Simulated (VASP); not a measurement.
Crystal: Y2Lu3F.

```
Y Lu F
1.0
     6.01963    0.00000    0.00000
    -3.00982    5.21315    0.00000
     0.00000    0.00000    3.99636
Y Lu F
2 3 1
Direct
  0.66667 0.33333 0.00000
  0.33333 0.66667 0.00000
  0.00000 0.50000 0.50000
  0.50000 0.50000 0.50000
  0.50000 0.00000 0.50000
  0.00000 0.00000 0.00000
```

The cell was generated, and may not be a known phase.

- Program: VASP 6.6.1
- Task: relaxation of cell and atoms
- Functional: PBE
- Potentials or basis: VASP PAW PBE potentials, release 64 (Y_sv, Lu, F)
- Cutoff: 600 eV
- k mesh: 3 × 3 × 4
- Occupations: gaussian, width 0.1 eV
- Spin: no spin polarisation

At the start: pressure 32.1 GPa; volume 20.90 Å³/atom.

**Question.** How do energy, volume and symmetry change on relaxing?

**Answer.** Over 11 steps the energy falls by 1295.0 meV/atom and the volume is 32.58 Å³/atom (+55.9 %); space group P6/mmm (No. 191, to 0.1 Å) before and after.

The path:
```
step  energy change (eV)  largest force (eV/Å)  pressure (GPa)  volume (Å³)
   1              0.0000                0.0000           32.09       125.41
   2             -6.9727                0.0000            1.43       217.09
   3             -6.9096                0.0000           -2.01       230.59
   4             -6.9516                0.0000           -1.41       225.02
   5             -6.9678                0.0000           -0.88       220.65
   6             -7.2817                0.0000           -1.11       217.79
   7             -7.6718                0.0000           -2.12       206.14
   8             -7.6781                0.0000           -1.88       209.99
   9             -7.6885                0.0000           -1.93       209.04
  10             -7.7538                0.0000            0.99       189.71
  11             -7.7700                0.0000            0.03       195.49
```

Final structure:
```
Y Lu F
1.0
     6.26751    0.00000    0.00000
    -3.13375    5.42782    0.00000
     0.00000    0.00000    5.74643
Y Lu F
2 3 1
Direct
  0.66667 0.33333 0.00000
  0.33333 0.66667 0.00000
  0.00000 0.50000 0.50000
  0.50000 0.50000 0.50000
  0.50000 0.00000 0.50000
  0.00000 0.00000 0.00000
```

Caveat: the k points lie up to 0.39 Å⁻¹ apart in the final cell; the volume moved by over 15 % at a fixed basis, so the end points are rough.
